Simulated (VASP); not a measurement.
Wanted: the native input for a VASP 6.6.1 run.

```yaml
Task: single point
Functional: PBE
Potentials_or_basis: VASP PAW PBE potentials, release 64 (Sb)
Cutoff: 520 eV
k_mesh: 6 × 6 × 4
Occupations: gaussian, width 0.1 eV
Spin: no spin polarisation
Dipole_correction: no
Further_INCAR_settings: ALGO = Normal; EDIFF = 1e-07; NBANDS = 12
```

The structure of Sb lies in POSCAR:

```
Sb
1.0
    3.6184699200      0.0000000000      0.0000000000
   -1.8092349600      3.1336868800      0.0000000000
    0.0000000000      0.0000000000      6.0206391400
Sb
2
Direct
    0.0000000000      0.0000000000      0.2059912700
    0.0000000000      0.0000000000      0.7940087300
```

One way to write it, as run:

INCAR

```
SYSTEM = Sb
PREC = Accurate
ENCUT = 520
EDIFF = 1E-7
ISMEAR = 0
SIGMA = 0.1
LREAL = .FALSE.
LASPH = .TRUE.
NELM = 100
ALGO = Normal
ISIF = 2
LWAVE = .FALSE.
LCHARG = .FALSE.
GGA = PE
NBANDS = 12
```

KPOINTS

```
regular mesh
0
G
  6 6 4
  0 0 0
```

Potentials or basis: VASP PAW PBE potentials, release 64 (Sb).

Launch:

```sh
$ cat potpaw_PBE.64/Sb/POTCAR > POTCAR
$ mpirun -np 1 vasp_std > vasp.out
```

Results of the run:

* Pressure: 4.0 GPa
* Largest force: 4.126 eV/Å
* Band gap on the k mesh: zero (band 5 reaches 7.64 eV, above the bottom of band 6 at 4.20 eV)

Caveat: spin-orbit coupling is left out, which moves the levels of the heavy elements; forces of over 1 eV/Å act on the atoms, so gaps and moduli don't describe the material at rest.

It used 7.6 s of CPU time on 1 thread of Intel(R) Xeon(R) 6975P-C (Granite Rapids), on a shared host.
